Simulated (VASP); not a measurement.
Si2C:

```xyz
6
Lattice="2.8156 0.0000 0.0000 -1.4078 2.4384 0.0000 0.0000 0.0000 12.5865" Properties=species:S:1:pos:R:3 pbc="T T T"
Si    0.0000    1.6256    8.3910
Si    0.0000    1.6256    4.1955
Si    1.4078    0.8128    8.3910
Si    1.4078    0.8128    4.1955
C     0.0000    1.6256    0.0000
C     1.4078    0.8128    0.0000
```

* Program: VASP 6.6.1
* Task: relaxation of cell and atoms
* Functional: PBE
* Potentials or basis: VASP PAW PBE potentials, release 64 (Si, C)
* Cutoff: 600 eV
* k mesh: 6 × 6 × 2
* Occupations: gaussian, width 0.1 eV
* Spin: no spin polarisation

At the start: pressure 164.7 GPa; volume 14.40 Å³/atom.

Problem. Where does the relaxation end?

Solution. Over 52 steps the energy falls by 5941.6 meV/atom and the volume is 16.75 Å³/atom (+16.3 %); space group P6/mmm (No. 191, to 0.05 Å).

Step by step:
```tsv
step	energy change (eV)	largest force (eV/Å)	pressure (GPa)	volume (Å³)
1	0.0000	0.0128	164.69	86.41
3	-15.4566	0.1847	-9.07	317.70
5	-29.1215	0.0361	-7.65	167.28
7	-29.7911	0.0338	-2.61	154.30
9	-29.8419	0.0311	-0.61	150.70
11	-29.8443	0.0311	-0.04	149.51
13	-29.8490	0.0363	-0.03	147.81
15	-29.8792	0.0729	-0.08	140.17
17	-30.6721	0.4731	0.88	109.51
19	-31.1466	0.4276	2.02	102.04
21	-32.8203	3.2779	27.87	76.86
23	-33.0784	2.2768	16.50	82.33
25	-33.1096	2.3463	18.57	81.09
27	-33.4946	2.1368	13.28	83.44
29	-34.3745	2.0667	-2.35	93.28
31	-34.5230	2.1124	-8.67	99.94
33	-35.3561	0.4024	-3.63	99.25
35	-35.4177	0.2555	-1.79	97.61
37	-35.3726	0.4301	10.10	89.18
39	-35.5410	0.1319	2.02	94.13
41	-35.5687	0.3208	1.60	94.42
43	-35.5917	0.3455	0.49	95.73
45	-35.6308	0.1234	-0.42	98.30
47	-35.6436	0.0103	0.58	98.67
49	-35.6481	0.0259	0.41	99.67
51	-35.6494	0.0474	-0.19	100.46
52	-35.6499	0.0049	0.02	100.47
```

Final structure:
```xyz
6
Lattice="3.9892 0.0000 0.0000 -1.9946 3.4548 0.0000 0.0000 0.0000 7.2903" Properties=species:S:1:pos:R:3 pbc="T T T"
Si    0.0000    2.3032    5.3708
Si    0.0000    2.3032    1.9196
Si    1.9946    1.1516    5.3708
Si    1.9946    1.1516    1.9196
C     0.0000    2.3032    0.0000
C     1.9946    1.1516    0.0000
```

Caveat: the k points lie up to 0.43 Å⁻¹ apart in the final cell; the volume moved by over 15 % at a fixed basis, so the end points are rough.
